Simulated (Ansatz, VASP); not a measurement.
## KTaO3 in VASP and in Ansatz

The input INCAR:

```
ALGO = Normal
EDIFF = 1E-6
ENCUT = 600
GGA = PE
GGA_COMPAT = False
ISIF = 2
ISMEAR = 0
LASPH = True
LCHARG = False
LREAL = False
LWAVE = False
NBANDS = 28
NELM = 120
PREC = Accurate
SIGMA = 0.01
```

Contents of KPOINTS:

```
k-points
0
Gamma
  6 6 6
```

File POSCAR:

```
KTaO3
1.0
    3.9422708004      0.0000000000      0.0000000000
    0.0000000000      3.9422708004      0.0000000000
    0.0000000000      0.0000000000      3.9422708004
K Ta O
1 1 3
Direct
    0.0000000000      0.0000000000      0.0000000000
    0.5000000000      0.5000000000      0.5000000000
    0.5000000000      0.5000000000      0.0000000000
    0.5000000000      0.0000000000      0.5000000000
    0.0000000000      0.5000000000      0.5000000000
```

Input for Ansatz:

```yaml
crystal:
  lattice:
    - [3.9422708004, 0.0, 0.0]
    - [0.0, 3.9422708004, 0.0]
    - [0.0, 0.0, 3.9422708004]
  atoms:
    - { symbol: K, position: [0.0, 0.0, 0.0] }
    - { symbol: Ta, position: [0.5, 0.5, 0.5] }
    - { symbol: O, position: [0.5, 0.5, 0.0] }
    - { symbol: O, position: [0.5, 0.0, 0.5] }
    - { symbol: O, position: [0.0, 0.5, 0.5] }
kpoints:
  mp_grid: { grid: [6, 6, 6] }
hamiltonian:
  xc: pbe
scf:
  occupations: { method: fixed }
  n_extra_bands: 5
output:
  forces: true
  stress: true
  eigenvalues: true
```

Alike in both runs: task single point; functional PBE; k mesh 6 × 6 × 6; no spin polarisation.

|  | VASP | Ansatz |
| --- | --- | --- |
| version | VASP 6.6.1 | Ansatz 0.2.0 |
| potentials or method | VASP PAW PBE potentials, release 64 (K_sv, Ta_sv_GW, O) | plane waves, PAW |
| plane-wave cutoff (eV) | 600 | 420 |
| occupations | gaussian, width 0.01 eV | fixed |
| valence electrons in the cell | 40 | 40 |

Ansatz gave:

- gap on the k mesh at the Fermi level (eV): 2.30
- pressure (GPa): 13.4

Q: What did VASP give for the same quantities?

A: gap on the k mesh at the Fermi level (eV): 2.29; pressure (GPa): 13.6.

Spin-orbit coupling is off throughout.
